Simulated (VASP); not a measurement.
# CoO (R-3m) in VASP: further runs

CoO is run at these levels: PBE+U; tasks: relaxation of cell and atoms.

All numbers are computed with VASP 6.6.1; they aren't measurements. Logs are shortened: lines on timing, memory, paths and dates and some standing lists are left out, and cuts for length are marked.

### 1 The cell of the first run

Symmetry: R-3m, No. 166, trigonal system. Conventional cell: a = 2.938 Å, b = 2.938 Å, c = 7.092 Å, α = 90.00°, β = 90.00°, γ = 120.00°. Within 2.7 Å of Co (site symmetry -3m) lie 6 O at 2.07 Å. Within 2.7 Å of O (site symmetry -3m) lie 6 Co at 2.07 Å.

### 2 Relaxation of cell and atoms, PBE+U, collinear spin, ferromagnetic start, target pressure 30 GPa, at which the enthalpy is minimised

The input, INCAR:

```
  PREC = Accurate
  ENCUT = 600
  EDIFF = 1E-6
  ISMEAR = 0
  SIGMA = 0.02
  LREAL = False
  LASPH = True
  NELM = 150
  ALGO = Normal
  ISIF = 3
  LWAVE = False
  LCHARG = False
  ISPIN = 2
  MAGMOM = 2.85 0.26
  LORBIT = 11
  LMAXMIX = 4
  LDAU = True
  LDAUTYPE = 2
  LDAUL = 2 -1
  LDAUU = 3.32 0
  LDAUJ = 0 0
  LDAUPRINT = 1
  GGA = PE
  IBRION = 2
  NSW = 70
  EDIFFG = -0.008
  PSTRESS = 300.0
```

The input, KPOINTS:

```
Automatic mesh
0
Gamma
  12 12 12
```

The input, POSCAR:

```
CoO
1.0
    1.4690905043      0.8481797981      2.3641263420
   -1.4690905043      0.8481797981      2.3641263420
    0.0000000000     -1.6963595963      2.3641263420
Co O
1 1
Direct
    0.0000000000      0.0000000000      0.0000000000
    0.5000000000      0.5000000000      0.5000000000
```

Potentials or basis: VASP PAW PBE potentials, release 64 (Co, O).

On the command line:

```console
$ cat potpaw_PBE.64/Co/POTCAR potpaw_PBE.64/O/POTCAR > POTCAR
$ mpirun -np 1 vasp_std > vasp.out
```

OUTCAR:

```text
PREC = Accurate
   ENCUT = 600
   EDIFF = 1E-6
   ISMEAR = 0
   LREAL = False
   LASPH = True
   NELM = 150
   ISIF = 3
   ISPIN = 2
   LORBIT = 11
   GGA = PE
   IBRION = 2
   NSW = 70
   EDIFFG = -0.008
   PSTRESS = 300.0

 ion  position               nearest neighbor table
   1  0.000  0.000  0.000-   2 2.07   2 2.07   2 2.07   2 2.07   2 2.07   2 2.07
   2  0.500  0.500  0.500-   1 2.07   1 2.07   1 2.07   1 2.07   1 2.07   1 2.07

  LATTYP: Found a trigonal (rhomboedric) cell.
 ALAT       =     2.9097644648
 COS(alpha) =     0.4901863876

  Lattice vectors:

 A1 = (   1.4690905043,   0.8481797981,   2.3641263420)
 A2 = (  -1.4690905043,   0.8481797981,   2.3641263420)
 A3 = (   0.0000000000,  -1.6963595963,   2.3641263420)

Analysis of symmetry for initial positions (statically):
=====================================================================
 Subroutine PRICEL returns:
 Original cell was already a primitive cell.

 Routine SETGRP: Setting up the symmetry group for a
 trigonal (rhombohedral) supercell.

 Subroutine GETGRP returns: Found 12 space group operations
 (whereof 12 operations were pure point group operations)
 out of a pool of 12 trial point group operations.

The static configuration has the point symmetry D_3d.

Analysis of symmetry for dynamics (positions and initial velocities):
=====================================================================
 Subroutine PRICEL returns:
 Original cell was already a primitive cell.

 Routine SETGRP: Setting up the symmetry group for a
 trigonal (rhombohedral) supercell.

 Subroutine GETGRP returns: Found 12 space group operations
 (whereof 12 operations were pure point group operations)
 out of a pool of 12 trial point group operations.

The dynamic configuration has the point symmetry D_3d.

Analysis of structural, dynamic, and magnetic symmetry:
=====================================================================
 Subroutine PRICEL returns:
 Original cell was already a primitive cell.

 Routine SETGRP: Setting up the symmetry group for a
 trigonal (rhombohedral) supercell.

 Subroutine GETGRP returns: Found 12 space group operations
 (whereof 12 operations were pure point group operations)
 out of a pool of 12 trial point group operations.

The overall configuration has the point symmetry D_3d.

 Subroutine INISYM returns: Found 12 space group operations
 (whereof 12 operations are pure point group operations),
 and found     1 'primitive' translations

----------------------------------------------------------------------------------------

                                     Primitive cell

  volume of cell :      17.6750

  direct lattice vectors                    reciprocal lattice vectors
     1.469090504  0.848179798  2.364126342     0.340346628  0.196499218  0.140996413
    -1.469090504  0.848179798  2.364126342    -0.340346628  0.196499218  0.140996413
     0.000000000 -1.696359596  2.364126342     0.000000000 -0.392998435  0.140996413

  length of vectors
     2.909764465  2.909764465  2.909764465     0.417525758  0.417525758  0.417525758

  position of ions in fractional coordinates (direct lattice)
     0.000000000  0.000000000  0.000000000
     0.500000000  0.500000000  0.500000000

  ion indices of the primitive-cell ions
   primitive index   ion index
                 1           1
                 2           2

----------------------------------------------------------------------------------------

 KPOINTS: Automatic mesh

Automatic generation of k-mesh.
[... 94 lines left out ...]
   J (eV)           for each species LDAUJ =   0.0  0.0
   GGA     = PE    functional components
   LHFCALC =     F    Hartree Fock is set to
   AEXX    =    0.0000 exact exchange contribution
   IVDW    =     0    specifies the selected vdW correction
   LEPSILON=     F    determine dielectric tensor
   LRPA    =     F    only Hartree local field effects (RPA)
 conjugate gradient relaxation of ions
 spin polarized calculation
 Gauss-broadening in eV      SIGMA  =   0.02
  energy-cutoff  :      600.00
  volume of cell :       17.67
 maximum number of plane-waves:       603
   NGX = 11   NGY = 11   NGZ = 11

--------------------------------------- Ionic step        1  -------------------------------------------

 number of electron      15.0000000 magnetization       3.0000157

 Free energy of the ion-electron system (eV)
  ---------------------------------------------------
  ext. energy  EPLUGINS =         0.00000000
  ---------------------------------------------------
  free energy    TOTEN  =       -11.39438016 eV

  energy without entropy =      -11.39415090  energy(sigma->0) =      -11.39426553

------------------------ aborting loop because EDIFF is reached ----------------------------------------

  FORCE on cell =-STRESS in cart. coord.  units (eV):
  Direction    XX          YY          ZZ          XY          YZ          ZX
  --------------------------------------------------------------------------------------
  -------------------------------------------------------------------------------------
  Total        2.2341815      2.2341815      2.0188954     -0.0000000     -0.0000000      0.0000000
  in kB      202.5212614    202.5212614    183.0062762     -0.0000000     -0.0000000      0.0000000
  external PRESSURE =    -103.9837337 kB  Pullay stress =     300.0000000 kB
[... 25 lines left out ...]
--------------------------------------- Ionic step        2  -------------------------------------------

 number of electron      14.9999999 magnetization       2.9999541

 E-fermi :  10.2343     XC(G=0): -13.4023

 val. band max:       10.2319722026   @ k =   0.5000  -0.0000  -0.0000
 cond. band min:      10.2394875281   @ k =  -0.2500   0.2500   0.0833
 fundamental gap:      0.0075153255
 Fermi energy:        10.2342514917

 spin component 1

 k-point     1 :       0.0000    0.0000    0.0000
  band No.  band energies     occupation
      1     -11.1844      1.00000
      2       5.1391      1.00000
      3       5.1391      1.00000
      4       5.2405      1.00000
      5       5.2405      1.00000
      6       6.0118      1.00000
      7       6.8149      1.00000
      8       6.8149      1.00000
      9       6.9986      1.00000
     10      12.6798      0.00000
     11      27.9489      0.00000
     12      28.6404      0.00000
[... 828 lines left out ...]
  energy  without entropy=      -11.2965666121  energy(sigma->0) =      -11.29666889

  enthalpy is  TOTEN    =        -8.1066388656 eV   P V=        3.1901323042

[... ionic steps 4 to 7 ...]

--------------------------------------- Ionic step        8  -------------------------------------------

 number of electron      15.0000000 magnetization       2.9999999

------------------------ aborting loop because EDIFF is reached ----------------------------------------
[... 67 lines left out ...]
  energy  without entropy=      -11.3012840301  energy(sigma->0) =      -11.30137831

  enthalpy is  TOTEN    =        -8.1116856603 eV   P V=        3.1897869214

atom =   1  type =  1  l = 2

 onsite density matrix

spin component  1

  0.9940  0.0000 -0.0000 -0.0278 -0.0000
  0.0000  1.0088 -0.0000 -0.0000 -0.0278
 -0.0000 -0.0000  0.9688 -0.0000  0.0000
 -0.0278 -0.0000 -0.0000  1.0088 -0.0000
 -0.0000 -0.0278  0.0000 -0.0000  0.9940

spin component  2

  0.4627  0.0000 -0.0000  0.1314 -0.0000
  0.0000  0.2115 -0.0000 -0.0000  0.1314
 -0.0000 -0.0000  0.9550 -0.0000  0.0000
  0.1314 -0.0000 -0.0000  0.2115  0.0000
 -0.0000  0.1314  0.0000  0.0000  0.4627

 occupancies and eigenvectors

  o =  0.1554  v =  0.0000  0.0000  0.0000  0.0000  0.0000 -0.3932 -0.0000  0.0000  0.9195 -0.0000      0.0000  0.0000  0.0000  0.0000  0.0000  0.0000  0.0000  0.0000  0.0000  0.0000
  o =  0.1554  v =  0.0000  0.0000  0.0000  0.0000  0.0000  0.0000 -0.9195 -0.0000 -0.0000  0.3932      0.0000  0.0000  0.0000  0.0000  0.0000  0.0000  0.0000  0.0000  0.0000  0.0000
  o =  0.5188  v =  0.0000  0.0000  0.0000  0.0000  0.0000  0.9195  0.0000  0.0000  0.3932  0.0000      0.0000  0.0000  0.0000  0.0000  0.0000  0.0000  0.0000  0.0000  0.0000  0.0000
  o =  0.5188  v =  0.0000  0.0000  0.0000  0.0000  0.0000 -0.0000  0.3932 -0.0000 -0.0000  0.9195      0.0000  0.0000  0.0000  0.0000  0.0000  0.0000  0.0000  0.0000  0.0000  0.0000
  o =  0.9550  v =  0.0000  0.0000  0.0000  0.0000  0.0000  0.0000 -0.0000  1.0000 -0.0000  0.0000      0.0000  0.0000  0.0000  0.0000  0.0000  0.0000  0.0000  0.0000  0.0000  0.0000
  o =  0.9688  v =  0.0000  0.0000 -1.0000  0.0000  0.0000  0.0000  0.0000  0.0000  0.0000  0.0000      0.0000  0.0000  0.0000  0.0000  0.0000  0.0000  0.0000  0.0000  0.0000  0.0000
  o =  0.9727  v = -0.7931  0.0000 -0.0000 -0.6091 -0.0000  0.0000  0.0000  0.0000  0.0000  0.0000      0.0000  0.0000  0.0000  0.0000  0.0000  0.0000  0.0000  0.0000  0.0000  0.0000
  o =  0.9727  v =  0.0000  0.6091  0.0000 -0.0000  0.7931  0.0000  0.0000  0.0000  0.0000  0.0000      0.0000  0.0000  0.0000  0.0000  0.0000  0.0000  0.0000  0.0000  0.0000  0.0000
  o =  1.0301  v =  0.0000 -0.7931  0.0000 -0.0000  0.6091  0.0000  0.0000  0.0000  0.0000  0.0000      0.0000  0.0000  0.0000  0.0000  0.0000  0.0000  0.0000  0.0000  0.0000  0.0000
  o =  1.0301  v = -0.6091 -0.0000  0.0000  0.7931  0.0000  0.0000  0.0000  0.0000  0.0000  0.0000      0.0000  0.0000  0.0000  0.0000  0.0000  0.0000  0.0000  0.0000  0.0000  0.0000

--------------------------------------- Ionic step       10  -------------------------------------------

 number of electron      15.0000000 magnetization       2.9999999

 Free energy of the ion-electron system (eV)
  ---------------------------------------------------
  ext. energy  EPLUGINS =         0.00000000
  ---------------------------------------------------
  free energy    TOTEN  =       -11.29170927 eV

  energy without entropy =      -11.29152037  energy(sigma->0) =      -11.29161482

 E-fermi :   9.4828     XC(G=0): -13.1395

 val. band max:        9.4753815680   @ k =  -0.3333   0.2500   0.1667
 cond. band min:       9.4839318042   @ k =  -0.2500   0.2500   0.2500
 fundamental gap:      0.0085502362
 Fermi energy:         9.4828187112

 spin component 1

 k-point     1 :       0.0000    0.0000    0.0000
  band No.  band energies     occupation
      1     -11.4314      1.00000
      2       4.4176      1.00000
      3       4.4176      1.00000
      4       4.6405      1.00000
      5       4.6405      1.00000
      6       5.5322      1.00000
      7       6.1933      1.00000
      8       6.1933      1.00000
      9       6.7295      1.00000
     10      11.6425      0.00000
     11      27.0949      0.00000
     12      27.1300      0.00000
[... 790 lines left out ...]
  energy  without entropy=      -11.2915203670  energy(sigma->0) =      -11.29161482

  enthalpy is  TOTEN    =        -8.1118394998 eV   P V=        3.1798697706

 reached required accuracy - stopping structural energy minimisation

 total charge

# of ion       s       p       d       tot
------------------------------------------
    1        0.339   0.461   7.248   8.048
    2        1.550   3.523   0.000   5.073
--------------------------------------------------
tot          1.889   3.984   7.248  13.121

 magnetization (x)

# of ion       s       p       d       tot
------------------------------------------
    1        0.021   0.020   2.669   2.710
    2        0.028   0.250   0.000   0.278
--------------------------------------------------
tot          0.049   0.270   2.669   2.988
```

Run time: 4.5 min. Hardware: 1 thread of AMD EPYC 9R45 (Zen 5), shared host; peak memory 0.2 GiB.

What came out:

- Free energy: -11.2917 eV
- Relaxed volume: 8.49 Å³/atom
- Relaxed cell: a = 2.817 Å, b = 2.817 Å, c = 2.817 Å, α = 63.35°, β = 63.35°, γ = 63.35°
- Space group after relaxing (to 0.05 Å): R-3m (No. 166)
- Energy change on relaxing (the enthalpy is what falls): +51.3 meV/atom
- Ionic steps: 10
- Pressure after relaxing: 30.0 GPa
- Band gap on the k mesh: zero (filled and empty bands overlap)
- Net moment: 3.00 μB per cell
- Site moments: Co +2.71; O +0.28 μB
- Valence electrons inside the program's atomic spheres: Co 8.05; O 5.07

Step by step:
| step | energy change (eV) | largest force (eV/Å) | pressure (GPa) | volume (Å³) |
| --- | --- | --- | --- | --- |
| 1 | 0.0000 | 0.0000 | 19.60 | 17.67 |
| 2 | 0.2824 | 0.0000 | 45.88 | 16.25 |
| 3 | 0.0976 | 0.0000 | 29.96 | 17.04 |
| 4 | 0.1000 | 0.0000 | 30.36 | 17.02 |
| 5 | 0.0997 | 0.0000 | 30.25 | 17.02 |
| 6 | 0.0998 | 0.0000 | 30.23 | 17.01 |
| 7 | 0.1043 | 0.0000 | 30.22 | 16.97 |
| 8 | 0.1046 | 0.0000 | 30.19 | 16.97 |
| 9 | 0.0929 | 0.0000 | 29.09 | 17.04 |
| 10 | 0.1027 | 0.0000 | 30.00 | 16.98 |

Final structure:
```
Co O
1.0
     1.47928    0.85406    2.24031
    -1.47928    0.85406    2.24031
     0.00000   -1.70812    2.24031
Co O
1 1
Cartesian
  0.0000 0.0000 0.0000
  0.0000 0.0000 3.3605
```

Levels at points of the mesh, in eV from the Fermi level:
Spin up:
```tsv
k point	band 7	band 8	band 9	band 10	band 11	band 12
(0.00, 0.00, 0.00)	-3.29	-3.29	-2.75	2.16	17.61	17.65
(0.50, 0.00, 0.00)	-2.99	-0.17	-0.10	5.89	10.64	14.47
(0.50, 0.50, 0.00)	-3.68	-3.63	-3.15	7.06	11.08	11.80
(0.50, 0.50, 0.50)	-2.15	-0.08	-0.08	5.29	11.94	13.50
```
Spin down:
| k point | band 4 | band 5 | band 6 | band 7 | band 8 | band 9 |
| --- | --- | --- | --- | --- | --- | --- |
| (0.00, 0.00, 0.00) | -2.45 | -2.22 | -1.18 | -1.18 | 1.35 | 1.35 |
| (0.50, 0.00, 0.00) | -4.53 | -1.40 | -0.11 | 0.78 | 4.12 | 4.38 |
| (0.50, 0.50, 0.00) | -3.68 | -3.21 | -0.43 | 0.36 | 2.12 | 2.59 |
| (0.50, 0.50, 0.50) | -5.21 | -0.69 | 0.57 | 0.57 | 4.37 | 4.37 |

Eigenvalues of the final occupation matrices:
| site | spin | trace | eigenvalues |
| --- | --- | --- | --- |
| site 1 d | 1 | 4.97 | 0.97 0.97 0.97 1.03 1.03 |
| site 1 d | 2 | 2.30 | 0.16 0.16 0.52 0.52 0.95 |

Caveat: the cell is relaxed towards a set pressure, so the enthalpy falls and the energy may rise; a cell with one magnetic atom can't hold antiferromagnetic order, which such compounds often take. The state reached can hang on the start; a lower one may exist.

### 3 Relaxation of cell and atoms, PBE+U, collinear spin, ferromagnetic start, target pressure 15 GPa, at which the enthalpy is minimised

This run uses another cell than the first one, of 9.37 Å³/atom, 1.060 times its volume.

The input, INCAR:

```
SYSTEM = CoO
PREC = Accurate
ENCUT = 600
EDIFF = 1E-6
ISMEAR = 0
SIGMA = 0.02
LREAL = .FALSE.
LASPH = .TRUE.
NELM = 150
ALGO = Normal
ISIF = 3
LWAVE = .FALSE.
LCHARG = .FALSE.
ISPIN = 2
MAGMOM = 2.86 0.25
LORBIT = 11
LMAXMIX = 4
LDAU = .TRUE.
LDAUTYPE = 2
LDAUL = 2 -1
LDAUU = 3.32 0
LDAUJ = 0 0
LDAUPRINT = 1
GGA = PE
IBRION = 2
NSW = 70
EDIFFG = -0.008
PSTRESS = 150.0
```

The input, KPOINTS:

```
Automatic mesh
0
G
  12 12 12
  0 0 0
```

The input, POSCAR:

```
CoO
1.0
    1.4981131037      0.8649360037      2.4107824931
   -1.4981131037      0.8649360037      2.4107824931
    0.0000000000     -1.7298720074      2.4107824931
Co O
1 1
Direct
    0.0000000000      0.0000000000      0.0000000000
    0.5000000000      0.5000000000      0.5000000000
```

Potentials or basis: VASP PAW PBE potentials, release 64 (Co, O).

On the command line:

```console
$ cat potpaw_PBE.64/Co/POTCAR potpaw_PBE.64/O/POTCAR > POTCAR
$ mpirun -np 1 vasp_std > vasp.out
```

Wall time 4.6 min (1 thread of AMD EPYC 9R45 (Zen 5), shared host); peak memory 0.21 GiB.

It converged, with:

* Free energy: -11.4312 eV
* Relaxed volume: 8.98 Å³/atom
* Relaxed cell: a = 2.896 Å, b = 2.896 Å, c = 2.896 Å, α = 62.06°, β = 62.06°, γ = 62.06°
* Space group after relaxing (to 0.05 Å): R-3m (No. 166)
* Energy change on relaxing (the enthalpy is what falls): +24.1 meV/atom
* Ionic steps: 11
* Pressure after relaxing: 15.0 GPa
* Band gap on the k mesh: zero (filled and empty bands overlap)
* Net moment: 3.00 μB per cell
* Site moments: Co +2.72; O +0.27 μB
* Valence electrons inside the program's atomic spheres: Co 7.93; O 5.04

Step by step:
```
step  energy change (eV)  largest force (eV/Å)  pressure (GPa)  volume (Å³)
   1              0.0000                0.0000            5.81        18.74
   2              0.1304                0.0000           25.08        17.32
   3              0.0479                0.0000           15.00        17.99
   4              0.0493                0.0000           15.36        17.97
   5              0.0492                0.0000           15.25        17.97
   6              0.0493                0.0000           15.27        17.96
   7              0.0519                0.0000           15.31        17.93
   8              0.0502                0.0000           15.27        17.95
   9              0.0503                0.0000           15.30        17.94
  10              0.0422                0.0000           14.11        18.03
  11              0.0482                0.0000           15.00        17.97
```

Final structure:
```
CELL_PARAMETERS angstrom
1.49285 0.86189 2.32726
-1.49285 0.86189 2.32726
0.00000 -1.72379 2.32726
ATOMIC_POSITIONS crystal
Co 0.00000 0.00000 0.00000
O 0.50000 0.50000 0.50000
```

Levels at points of the mesh, in eV from the Fermi level:
Spin up:
| k point | band 6 | band 7 | band 8 | band 9 | band 10 | band 11 | band 12 | band 13 |
| --- | --- | --- | --- | --- | --- | --- | --- | --- |
| (0.00, 0.00, 0.00) | -3.98 | -3.07 | -3.07 | -2.73 | 1.73 | 17.37 | 17.45 | 17.45 |
| (0.50, 0.00, 0.00) | -3.41 | -3.02 | -0.29 | -0.29 | 5.62 | 10.14 | 14.06 | 14.85 |
| (0.50, 0.50, 0.00) | -4.09 | -3.82 | -3.73 | -3.20 | 6.58 | 10.66 | 11.44 | 16.51 |
| (0.50, 0.50, 0.50) | -3.98 | -2.32 | -0.27 | -0.27 | 5.28 | 10.89 | 13.46 | 13.46 |
Spin down:
```tsv
k point	band 2	band 3	band 4	band 5	band 6	band 7	band 8	band 9	band 10	band 11
(0.00, 0.00, 0.00)	-2.55	-2.55	-2.51	-2.23	-1.04	-1.04	1.41	1.41	2.29	17.24
(0.50, 0.00, 0.00)	-7.94	-4.40	-4.39	-1.41	-0.06	0.65	3.98	4.16	5.91	10.99
(0.50, 0.50, 0.00)	-6.60	-3.99	-3.61	-3.02	-0.48	0.31	2.10	2.48	7.57	11.09
(0.50, 0.50, 0.50)	-8.04	-4.76	-4.76	-0.88	0.48	0.48	4.10	4.10	5.55	11.66
```

Eigenvalues of the final occupation matrices:
```tsv
site	spin	trace	eigenvalues
site 1 d	1	4.95	0.97 0.97 0.97 1.02 1.02
site 1 d	2	2.27	0.14 0.14 0.52 0.52 0.96
```

Caveat: the cell is relaxed towards a set pressure, so the enthalpy falls and the energy may rise; a cell with one magnetic atom can't hold antiferromagnetic order, which such compounds often take. The state reached can hang on the start; a lower one may exist.
